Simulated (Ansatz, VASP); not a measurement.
**Two plane-wave programs on HgTe**

```xyz
2
Lattice="0.0000 3.2145 3.2145 3.2145 0.0000 3.2145 3.2145 3.2145 0.0000" Properties=species:S:1:pos:R:3 pbc="T T T"
Hg    0.0000    0.0000    0.0000
Te    4.8217    4.8217    4.8217
```

Alike in both runs: task relaxation of cell and atoms; functional PBE; k mesh 7 × 7 × 7; occupations fermi-dirac, width 0.05 eV; no spin polarisation.

|  | VASP | Ansatz |
| --- | --- | --- |
| version | VASP 6.6.1 | Ansatz 0.2.0 |
| potentials or method | VASP PAW PBE potentials, release 64 (Hg, Te) | Ansatz PAW |
| plane-wave cutoff (eV) | 600 | 420 |
| valence electrons in the cell | 18 | 36 |

```tsv
	VASP	Ansatz	Ansatz less VASP
relaxed volume (Å³/atom)	36.83	36.79	-0.044
relaxed cell length with the largest relative difference (Å)	4.705	4.703	-0.0019
```

VASP's potentials hold 18 valence electrons a cell and Ansatz's 36, so a difference there can come from the potentials and not from the codes.

Spin-orbit coupling is off throughout. Noted on Ansatz's run: the plane-wave basis is chosen anew once the cell has moved, so the energies of steps on either side of that aren't comparable.
